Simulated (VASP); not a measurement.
Runs of VASP 6.6.1 on LiNbO3. The structure is that of space group R-3c (No. 167), or close to it. The cells are those of the table. 

```csv
cell,gap on the mesh (eV),largest force (eV/Å)
"a = 5.431 Å, angles 61.9°, 10 atoms",1.87,0.79
"a = 5.411 Å, angles 59.2°, 10 atoms",2.41,0.21
"a = 5.563 Å, angles 56.0°, 10 atoms",2.42,0.11
"a = 5.474 Å, angles 58.4°, 10 atoms",(a),0.29
"a = 5.666 Å, angles 56.3°, 10 atoms",2.22,0.50
"a = 5.807 Å, angles 57.5°, 10 atoms",(b),1.03
"a = 5.768 Å, angles 56.6°, 10 atoms",2.03,0.81
"a = 5.744 Å, angles 58.2°, 10 atoms",(c),1.00
```

Alike in all rows: task single point; level PBE; potentials or basis VASP PAW PBE potentials, release 64 (Li_sv, Nb_sv, O); no spin polarisation; k mesh 6 × 6 × 6; cutoff (eV) 520; smearing gaussian 0.05 eV.

Problem. Fill in the values left out.

Solution. (a) 2.39; (b) 1.90; (c) 1.95.

Caveats: forces of over 1 eV/Å act on the atoms, so gaps and moduli don't describe the material at rest (at least some runs).

A k mesh can miss the band edges, and the runs leave out spin-orbit coupling on Nb.
